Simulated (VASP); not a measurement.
## Pd: single point with LDA

Pd:

```xyz
2
Lattice="2.7207 0.0000 0.0000 0.0000 2.7207 0.0000 0.0000 0.0000 3.8248" Properties=species:S:1:pos:R:3 pbc="T T T"
Pd    2.7207    0.0000    0.0000
Pd    1.3603    1.3603    1.9124
```

```
Program             : VASP 6.6.1
Task                : single point
Functional          : LDA
Potentials or basis : VASP PAW LDA potentials, release 64 (Pd)
Cutoff              : 520 eV
k mesh              : 19 × 19 × 14
Occupations         : fermi-dirac, width 0.05 eV
Spin                : collinear spin
Starting moments    : [0.5, -0.5] μB
```

```
Pressure                                              : 0.2 GPa
Band gap on the k mesh                                : zero (filled and empty bands overlap)
Net moment                                            : 0.00 μB per cell
Valence electrons inside the program's atomic spheres : Pd 9.53
```

Stress tensor (GPa, compression positive):
```
0.08 0.00 0.00
0.00 0.08 0.00
0.00 0.00 0.51
```

Levels at points of the mesh, in eV from the Fermi level:
Spin up:
```
           k point  band 6  band 7  band 8  band 9  band 10  band 11  band 12  band 13  band 14  band 15
(0.00, 0.00, 0.00)   -3.04   -1.35   -1.29   -0.04     0.31     0.31     3.32    11.25    13.20    13.20
(0.00, 0.00, 0.50)   -1.96   -1.71   -1.71   -1.71    -1.71    -0.73    -0.73    18.39    18.39    18.39
```
Spin down:
```tsv
k point	band 8	band 9	band 10	band 11	band 12	band 13
(0.00, 0.00, 0.00)	-1.29	-0.04	0.31	0.31	3.32	11.25
(0.00, 0.00, 0.50)	-1.71	-1.71	-1.71	-0.73	-0.73	18.39
```

It took 8.3 min on 1 thread of AMD EPYC 7R43 64-Core Processor (Zen 3) (shared host), peak memory 0.37 GiB.
